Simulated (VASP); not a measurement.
Wanted: the native input for a VASP 6.6.1 run.

- Task: single point
- Functional: PBE
- Potentials or basis: VASP PAW PBE potentials, release 64 (Ag)
- Cutoff: 520 eV
- k mesh: 8 × 8 × 8
- Occupations: fermi-dirac, width 0.05 eV
- Spin: non-collinear spin, zero start, spin-orbit coupling
- Starting moments: [[0.0, 0.0, 0.0]] μB
- Dipole correction: no
- Further INCAR settings: ALGO = Normal; EDIFF = 1e-07; NBANDS = 22

The structure of Ag lies in POSCAR:

```
Ag
1.0
    0.0000000000      2.0427500000      2.0427500000
    2.0427500000      0.0000000000      2.0427500000
    2.0427500000      2.0427500000      0.0000000000
Ag
1
Direct
    0.0000000000      0.0000000000      0.0000000000
```

One way to write it, as run:

INCAR

```
SYSTEM = Ag
PREC = Accurate
ENCUT = 520
EDIFF = 1E-7
ISMEAR = -1
SIGMA = 0.05
LREAL = .False.
LASPH = .True.
NELM = 150
ALGO = Normal
ISIF = 2
LWAVE = .False.
LCHARG = .True.
LNONCOLLINEAR = .True.
MAGMOM = 0 0 0
LORBIT = 11
LSORBIT = .True.
GGA_COMPAT = .False.
LORBMOM = .True.
LMAXMIX = 4
GGA = PE
LVHAR = .True.
NBANDS = 22
```

KPOINTS

```
Automatic mesh
0
Gamma
  8 8 8
  0 0 0
```

Potentials or basis: VASP PAW PBE potentials, release 64 (Ag).

Run with:

```bash
$ cat potpaw_PBE.64/Ag/POTCAR > POTCAR
$ mpirun -np 1 vasp_ncl > vasp.out
```

It gave:

```json
{
 "Pressure": "5.0 GPa",
 "Net moment": "0.00 μB per cell",
 "Valence electrons inside the program's atomic spheres": "Ag 9.88"
}
```

Wall time 33 s on 1 thread of Intel(R) Xeon(R) Platinum 8259CL CPU @ 2.50GHz (Skylake/Cascade Lake) (shared host), peak memory 0.2 GiB.
